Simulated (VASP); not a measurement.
A run of VASP 6.6.1 is set up as follows.

The input INCAR:

```
PREC = Accurate ; ENCUT = 520
EDIFF = 1E-6 ; ISMEAR = 0
SIGMA = 0.1 ; LREAL = F
LASPH = T ; NELM = 100
ALGO = Fast ; ISIF = 2
LWAVE = F ; LCHARG = F
GGA = PE ; NBANDS = 26
```

The input KPOINTS:

```
regular mesh
0
Gamma
  12 12 16
```

The input POSCAR:

```
Ti2In
1.0
    5.0247875451      0.0000000000      0.0000000000
   -2.5123937725      4.3515936627      0.0000000000
    0.0000000000      0.0000000000      2.7609713884
Ti In
2 1
Direct
    0.3333333333      0.6666666667      0.5000000000
    0.6666666667      0.3333333333      0.5000000000
    0.0000000000      0.0000000000      0.5000000000
```

Potentials or basis: VASP PAW PBE potentials, release 64 (Ti_sv, In_d).

Command:

```bash
$ cat potpaw_PBE.64/Ti_sv/POTCAR potpaw_PBE.64/In_d/POTCAR > POTCAR
$ mpirun -np 1 vasp_std > vasp.out
```

Predict the pressure.

0.0 GPa.
